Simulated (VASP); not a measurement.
A run of VASP 6.6.1 is set up as follows.

INCAR

```
SYSTEM = HfN
PREC = Accurate
ENCUT = 520
EDIFF = 1E-7
ISMEAR = -1
SIGMA = 0.05
LREAL = .FALSE.
LASPH = .TRUE.
NELM = 80
ALGO = Normal
ISIF = 2
LWAVE = .FALSE.
LCHARG = .FALSE.
GGA = PE
IBRION = 2
NSW = 80
EDIFFG = -0.02
```

File KPOINTS:

```
Automatic mesh
0
G
  18 18 18
  0 0 0
```

Contents of POSCAR:

```
HfN
1.0
    0.0000000000      2.2590000000      2.2590000000
    2.2590000000      0.0000000000      2.2590000000
    2.2590000000      2.2590000000      0.0000000000
Hf N
1 1
Direct
    0.0000000000      0.0000000000      0.0000000000
    0.5000000000      0.5000000000      0.5000000000
```

Potentials or basis: VASP PAW PBE potentials, release 64 (Hf_pv, N).

Run with:

```bash
$ cat potpaw_PBE.64/Hf_pv/POTCAR potpaw_PBE.64/N/POTCAR > POTCAR
$ mpirun -np 1 vasp_std > vasp.out
```

(1) What does it give for the band gap on the k mesh?

Results:

(1) zero (an odd number of electrons rules out a gap without spin polarisation).

Caveat: the relaxation stopped at its first step, so nothing moved; spin-orbit coupling is left out, which moves the levels of the heavy elements.
